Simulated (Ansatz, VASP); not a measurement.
# Two plane-wave programs on WC

INCAR

```
  PREC = Accurate
  ENCUT = 520
  EDIFF = 1E-7
  ISMEAR = 0
  SIGMA = 0.15
  LREAL = F
  LASPH = T
  NELM = 100
  ALGO = Normal
  ISIF = 2
  LWAVE = F
  LCHARG = F
  GGA = PS
  NBANDS = 16
```

File KPOINTS:

```
regular mesh
0
Gamma
  18 18 16
```

Contents of POSCAR:

```
WC
1.0
    2.8569939145      0.0000000000      0.0000000000
   -1.4284969572      2.5495865462      0.0000000000
    0.0000000000      0.0000000000      2.8290000000
W C
1 1
Direct
    0.0000000000      0.0000000000      0.0000000000
    0.6666666667      0.3333333333      0.5000000000
```

Input for Ansatz:

```yaml
crystal:
  lattice:
    - [2.8569939145, 0.0, 0.0]
    - [-1.4284969572, 2.5495865462, 0.0]
    - [0.0, 0.0, 2.829]
  atoms:
    - { symbol: W, position: [0.0, 0.0, 0.0] }
    - { symbol: C, position: [0.6666666667, 0.3333333333, 0.5] }
basis:
  ecutwfc: 420
kpoints:
  mp_grid: { grid: [18, 18, 16] }
hamiltonian:
  xc: pbesol
scf:
  occupations: { method: gaussian, width: 0.15 }
output:
  forces: true
  stress: true
  eigenvalues: true
```

Change from the starting cell: strain -0.0150 x Voigt [1, -1, 0, 0, 0, 0], atoms carried along.

Alike in both runs: task single point; functional PBEsol; k mesh 18 × 18 × 16; occupations gaussian, width 0.15 eV; no spin polarisation.

|  | VASP | Ansatz |
| --- | --- | --- |
| version | VASP 6.6.1 | Ansatz 0.2.0 |
| potentials or method | VASP PAW PBE potentials, release 64 (W_sv, C), cutoff 520 eV | scalar-relativistic, plane waves, PAW |
| valence electrons in the cell | 18 | 18 |

```tsv
	VASP	Ansatz	Ansatz less VASP
gap on the k mesh at the Fermi level (eV)	none	none	-
pressure (GPa)	0.8	-0.5	-1.29
traceless stress, the component that is largest in VASP (GPa)	7.91	7.98	+0.069
rms of the force components (eV/Å)	0.094	0.092	-0.0024
```

VASP's potentials were made for PBE, not for PBEsol. Atom by atom the forces differ by 0.002 eV/Å (rms over components). A gap of «none» marks a metal or a gap that the smearing closes.

Spin-orbit coupling is off throughout.
